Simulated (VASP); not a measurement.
# Ca in VASP: further runs, part 2 of 2

VASP 6.6.1. Earlier steps stand in the parts before.

**4. Single point, PBE (volume scaled by 0.68)**

Input file INCAR:

```
SYSTEM = Ca
PREC     = Accurate       ! precision mode
ENCUT    = 520            ! plane-wave cutoff, eV
EDIFF    = 1E-6           ! SCF threshold, eV
ISMEAR   = -1             ! smearing method
SIGMA    = 0.1            ! smearing width, eV
LREAL    = .FALSE.        ! projectors in reciprocal space
LASPH    = .TRUE.         ! aspherical terms in the spheres
NELM     = 60             ! most SCF steps
ALGO     = Normal         ! electronic algorithm
ISIF     = 2              ! what is computed and relaxed
LWAVE    = .FALSE.        ! write WAVECAR
LCHARG   = .TRUE.         ! write CHGCAR
GGA      = PE             ! functional
LELF     = .TRUE.         ! ELF
LVHAR    = .TRUE.       
NBANDS   = 17             ! bands
```

Input file KPOINTS:

```
Automatic mesh
0
G
  9 9 9
  0 0 0
```

Input file POSCAR:

```
Ca
1.0
    1.7180831009     -0.9919357408      5.6104598377
    0.0000000000      1.9838714816      5.6104598377
   -1.7180831009     -0.9919357408      5.6104598377
Ca
2
Direct
    0.2500000000      0.2500000000      0.2500000000
   -0.2500000000     -0.2500000000     -0.2500000000
```

Potentials or basis: VASP PAW PBE potentials, release 64 (Ca_sv).

Command:

```console
$ cat potpaw_PBE.64/Ca_sv/POTCAR > POTCAR
$ mpirun -np 1 vasp_std > vasp.out
```

OUTCAR:

```text
SYSTEM = Ca
   PREC = Accurate
   ENCUT = 520
   EDIFF = 1E-6
   ISMEAR = -1
   LREAL = .FALSE.
   LASPH = .TRUE.
   NELM = 60
   ISIF = 2
   GGA = PE

 ion  position               nearest neighbor table
   1  0.250  0.250  0.250-
   2  0.750  0.750  0.750-

  LATTYP: Found a trigonal (rhomboedric) cell.
 ALAT       =     5.9508827619
 COS(alpha) =     0.8332923463

  Lattice vectors:

 A1 = (   1.7180831009,  -0.9919357408,   5.6104598377)
 A2 = (   0.0000000000,   1.9838714816,   5.6104598377)
 A3 = (  -1.7180831009,  -0.9919357408,   5.6104598377)

Analysis of symmetry for initial positions (statically):
=====================================================================
 Subroutine PRICEL returns following result:

  LATTYP: Found a trigonal (rhomboedric) cell.
 ALAT       =     3.4358493787
 COS(alpha) =     0.4999077847

  Lattice vectors:

 A1 = (   1.7180831009,   0.9919357408,   2.8052299189)
 A2 = (  -1.7180831009,   0.9919357408,   2.8052299189)
 A3 = (   0.0000000000,  -1.9838714816,   2.8052299188)

   2 primitive cells build up your supercell.
[... 175 lines left out ...]
  free energy    TOTEN  =        -3.09698429 eV

  energy without entropy =       -3.03724724  energy(sigma->0) =       -3.06711577

 E-fermi :   3.7972     XC(G=0):  -9.0335

 val. band max:        3.7945535838   @ k =  -0.3333   0.3333   0.1111
 cond. band min:       3.8769894176   @ k =  -0.2222   0.4444   0.2222
 fundamental gap:      0.0824358339
 Fermi energy:         3.7971743953

 k-point     1 :       0.0000    0.0000    0.0000
  band No.  band energies     occupation
      1     -37.4573      2.00000
      2     -37.3810      2.00000
      3     -18.7605      2.00000
      4     -18.3017      2.00000
      5     -18.3017      2.00000
      6     -18.2359      2.00000
[... 457 lines left out ...]
      4     -18.7153      2.00000
      5     -18.4234      2.00000
      6     -18.4142      2.00000
[... 9 lines left out ...]
     16       9.1521      0.00000
     17       9.2078      0.00000

 [... further k-points ...]

------------------------ aborting loop because EDIFF is reached ----------------------------------------

  FORCE on cell =-STRESS in cart. coord.  units (eV):
  Direction    XX          YY          ZZ          XY          YZ          ZX
  --------------------------------------------------------------------------------------
  -------------------------------------------------------------------------------------
  Total        4.3953637      4.3953637      4.4192713     -0.0000000      0.0000000     -0.0000000
  in kB      122.7518333    122.7518333    123.4195149     -0.0000000      0.0000000     -0.0000000
  external PRESSURE =     122.9743939 kB  Pullay stress =       0.0000000 kB

 VOLUME and BASIS-vectors are now :
 -----------------------------------------------------------------------------
  energy-cutoff  :      520.00
  volume of cell :       57.37
      direct lattice vectors                 reciprocal lattice vectors
     1.718083101 -0.991935741  5.610459838     0.291022012 -0.168021637  0.059412837
     0.000000000  1.983871482  5.610459838     0.000000000  0.336043273  0.059412837
    -1.718083101 -0.991935741  5.610459838    -0.291022012 -0.168021637  0.059412837

 POSITION                                       TOTAL-FORCE (eV/Angst)
 -----------------------------------------------------------------------------------
      0.00000      0.00000      4.20784        -0.000000     -0.000000     -0.000000
      0.00000      0.00000     12.62353         0.000000      0.000000      0.000000
 -----------------------------------------------------------------------------------
    total drift:                                0.000000     -0.000000     -0.000000

  FREE ENERGIE OF THE ION-ELECTRON SYSTEM (eV)
  ---------------------------------------------------
  free  energy   TOTEN  =        -3.0969842929 eV

  energy  without entropy=       -3.0372472432  energy(sigma->0) =       -3.06711577
```

OSZICAR:

```text
N       E                     dE             d eps       ncg     rms          rms(c)
DAV:   1     0.179461406426E+03    0.17946E+03   -0.10374E+04  2890   0.112E+03
DAV:   2     0.628824809245E+01   -0.17317E+03   -0.17080E+03  3281   0.334E+02
DAV:   3    -0.295246371120E+01   -0.92407E+01   -0.91764E+01  5594   0.585E+01
DAV:   4    -0.315775035427E+01   -0.20529E+00   -0.20506E+00  3384   0.953E+00
DAV:   5    -0.316581979205E+01   -0.80694E-02   -0.80680E-02  4838   0.117E+00    0.260E+00
DAV:   6    -0.311711637872E+01    0.48703E-01   -0.27483E-02  3582   0.156E+00    0.155E+00
DAV:   7    -0.309748226994E+01    0.19634E-01   -0.35237E-02  3871   0.181E+00    0.147E-01
DAV:   8    -0.309695811207E+01    0.52416E-03   -0.30999E-03  3490   0.473E-01    0.374E-02
DAV:   9    -0.309698382072E+01   -0.25709E-04   -0.28819E-04  4829   0.108E-01    0.299E-02
DAV:  10    -0.309698516262E+01   -0.13419E-05   -0.18031E-05  3610   0.429E-02    0.147E-03
DAV:  11    -0.309698429291E+01    0.86971E-06   -0.15091E-06  3040   0.944E-03
   1 F= -.30969843E+01 E0= -.30671158E+01  d E =-.597370E-01
```

stdout:

```text
POSCAR found type information on POSCAR Ca
 POSCAR found :  1 types and       2 ions
 scaLAPACK will be used
 LDA part: xc-table for (Slater+PW92), standard interpolation
 POSCAR, INCAR and KPOINTS ok, starting setup
 FFT: planning ... GRIDC
 FFT: planning ... GRID_SOFT
 FFT: planning ... GRID
 WAVECAR not read
 entering main loop
```

It took 2.2 min on 1 thread of Intel Xeon Platinum 8259CL at 2.50GHz (Skylake/Cascade Lake), shared host; peak memory 0.34 GiB.

Results:

```yaml
Free_energy: -3.0970 eV
Pressure: 12.3 GPa
```

Levels at points of the mesh, in eV from the Fermi level:
| k point | band 7 | band 8 | band 9 | band 10 | band 11 | band 12 | band 13 | band 14 |
| --- | --- | --- | --- | --- | --- | --- | --- | --- |
| (0.00, 0.00, 0.00) | -22.03 | -22.03 | -4.68 | -1.23 | 0.39 | 2.57 | 2.57 | 2.76 |

**5. Single point, PBE (volume scaled by 0.78)**

Input file INCAR:

```
ALGO = Normal ; EDIFF = 1E-6
ENCUT = 520 ; GGA = PE
ISIF = 2 ; ISMEAR = -1
LASPH = T ; LCHARG = F
LREAL = F ; LWAVE = F
NBANDS = 17 ; NELM = 80
PREC = Accurate ; SIGMA = 0.1
```

Input file KPOINTS:

```
k-points
0
Gamma
  9 9 9
```

Input file POSCAR:

```
Ca
1.0
    1.7984818642     -1.0383539885      5.8730047825
    0.0000000000      2.0767079769      5.8730047825
   -1.7984818642     -1.0383539885      5.8730047825
Ca
2
Direct
    0.2500000000      0.2500000000      0.2500000000
   -0.2500000000     -0.2500000000     -0.2500000000
```

Command:

```console
$ cat potpaw_PBE.64/Ca_sv/POTCAR > POTCAR
$ mpirun -np 1 vasp_std > vasp.out
```

Wall time 2.4 min (1 thread of Intel Xeon Platinum 8259CL at 2.50GHz (Skylake/Cascade Lake), shared host); peak memory 0.34 GiB.

The run converged. Its results:

| Property | Result |
| --- | --- |
| Free energy | -3.5801 eV |
| Pressure | 6.4 GPa |
| Band gap on the k mesh | zero (band 10 reaches 3.07 eV, above the bottom of band 11 at 3.06 eV) |

Levels at points of the mesh, in eV from the Fermi level:
| k point | band 7 | band 8 | band 9 | band 10 | band 11 | band 12 | band 13 | band 14 |
| --- | --- | --- | --- | --- | --- | --- | --- | --- |
| (0.00, 0.00, 0.00) | -22.34 | -22.34 | -4.47 | -1.13 | 0.11 | 2.47 | 2.47 | 2.63 |

**6. Single point, PBE (volume scaled by 0.88)**

Input file INCAR:

```
SYSTEM = Ca
PREC = Accurate
ENCUT = 520
EDIFF = 1E-7
ISMEAR = -1
SIGMA = 0.1
LREAL = .False.
LASPH = .True.
NELM = 80
ALGO = Normal
ISIF = 2
LWAVE = .False.
LCHARG = .False.
GGA = PE
NBANDS = 17
```

Input file KPOINTS:

```
regular mesh
0
Gamma
  9 9 9
  0 0 0
```

Input file POSCAR:

```
Ca
1.0
    1.8722711816     -1.0809562707      6.1139663526
    0.0000000000      2.1619125414      6.1139663526
   -1.8722711816     -1.0809562707      6.1139663526
Ca
2
Direct
    0.2500000000      0.2500000000      0.2500000000
   -0.2500000000     -0.2500000000     -0.2500000000
```

Potentials or basis: VASP PAW PBE potentials, release 64 (Ca_sv).

Command:

```console
$ cat potpaw_PBE.64/Ca_sv/POTCAR > POTCAR
$ mpirun -np 1 vasp_std > vasp.out
```

Wall time 2.6 min (1 thread of Intel Xeon Platinum 8259CL at 2.50GHz (Skylake/Cascade Lake), shared host); peak memory 0.36 GiB.

It converged, with:

```
Free energy            : -3.8175 eV
Pressure               : 2.8 GPa
Band gap on the k mesh : zero (band 10 reaches 2.59 eV, above the bottom of band 11 at 2.45 eV)
```

Levels at points of the mesh, in eV from the Fermi level:
```
           k point  band 6  band 7  band 8  band 9  band 10  band 11  band 12  band 13  band 14  band 15
(0.00, 0.00, 0.00)  -22.62  -22.62  -22.62   -4.26    -1.05    -0.05     2.36     2.36     2.50     2.50
```

**7. Summary**

```tsv
cell	gap on the mesh (eV)	pressure (GPa)
a = 5.644 Å, angles 33.6°, 2 atoms	-	21.8
a = 5.951 Å, angles 33.6°, 2 atoms	-	12.3
a = 6.229 Å, angles 33.6°, 2 atoms	none	6.4
a = 6.485 Å, angles 33.6°, 2 atoms	none	2.8
```

Alike in all rows: task single point; level PBE; potentials or basis VASP PAW PBE potentials, release 64 (Ca_sv); no spin polarisation; k mesh 9 × 9 × 9; cutoff (eV) 520; smearing fermi-dirac 0.1 eV.

Total energies depend on the potentials used, so only differences within one code and one set of settings carry meaning.
